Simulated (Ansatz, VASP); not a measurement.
## Two plane-wave programs on BaSi3

```
Ba Si
1.0
     4.44354    0.00000    0.00000
     0.00000    4.44354    0.00000
     0.00000    0.00000    4.44354
Ba Si
1 3
Cartesian
  0.0000 0.0000 0.0000
  0.0000 2.2218 2.2218
  2.2218 2.2218 0.0000
  2.2218 0.0000 2.2218
```

Alike in both runs: task single point; functional PBEsol; k mesh 8 × 8 × 8; occupations gaussian, width 0.05 eV; no spin polarisation.

```csv
,VASP,Ansatz
version,VASP 6.6.1,Ansatz 0.2.0
potentials or method,"VASP PAW PBE potentials, release 64 (Ba_sv, Si), cutoff 520 eV","scalar-relativistic, plane waves, PAW"
valence electrons in the cell,22,22
```

|  | VASP | Ansatz | Ansatz less VASP |
| --- | --- | --- | --- |
| gap on the k mesh at the Fermi level (eV) | none | none | - |
| pressure (GPa) | -0.2 | -1.1 | -0.97 |

VASP's potentials were made for PBE, not for PBEsol. A gap of «none» marks a metal or a gap that the smearing closes.

Spin-orbit coupling is off throughout.
